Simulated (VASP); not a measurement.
Wanted: the native input for a VASP 6.6.1 run.

- Task: relaxation of cell and atoms
- Functional: PBE
- Potentials or basis: VASP PAW PBE potentials, release 64 (Ga_d)
- Cutoff: 600 eV
- k mesh: 18 × 18 × 18
- Occupations: fermi-dirac, width 0.1 eV
- Spin: no spin polarisation
- Target pressure: 39 GPa
- Dipole correction: no
- Further INCAR settings: ALGO = Normal; EDIFF = 1e-06; IBRION = 2; EDIFFG = -0.005; NSW = 60; ISIF = 3

The structure of Ga lies in POSCAR:

```
Ga
1.0
   -1.5023514815      1.5023514815      1.5023514815
    1.5023514815     -1.5023514815      1.5023514815
    1.5023514815      1.5023514815     -1.5023514815
Ga
1
Direct
    0.0000000000      0.0000000000      0.0000000000
```

These files were run (other wordings do the same):

INCAR

```
SYSTEM = Ga
PREC = Accurate ; ENCUT = 600
EDIFF = 1E-6 ; ISMEAR = -1
SIGMA = 0.1 ; LREAL = .FALSE.
LASPH = .TRUE. ; NELM = 80
ALGO = Normal ; ISIF = 3
LWAVE = .FALSE. ; LCHARG = .FALSE.
GGA = PE ; IBRION = 2
NSW = 60 ; EDIFFG = -0.005
PSTRESS = 390.0
```

KPOINTS

```
Automatic mesh
0
G
  18 18 18
  0 0 0
```

Potentials or basis: VASP PAW PBE potentials, release 64 (Ga_d).

Launch:

```bash
$ cat potpaw_PBE.64/Ga_d/POTCAR > POTCAR
$ mpirun -np 1 vasp_std > vasp.out
```

Results of the run:

```yaml
Relaxed_volume: 13.58 Å³/atom
Relaxed_cell: a = 2.603 Å, b = 2.603 Å, c = 2.603 Å, α = 109.47°, β = 109.47°, γ = 109.47°
Space_group_after_relaxing_to_0.05_Å: Im-3m (No. 229)
Energy_change_on_relaxing_the_enthalpy_is_what_falls: -4.6 meV/atom
Ionic_steps: 3
Pressure_after_relaxing: 39.0 GPa
```

Caveat: the cell is relaxed towards a set pressure, so the enthalpy falls and the energy may rise.

Wall time 43 s on 1 thread of Intel(R) Xeon(R) Platinum 8488C (Sapphire Rapids), with other jobs on the host, peak memory 0.17 GiB.
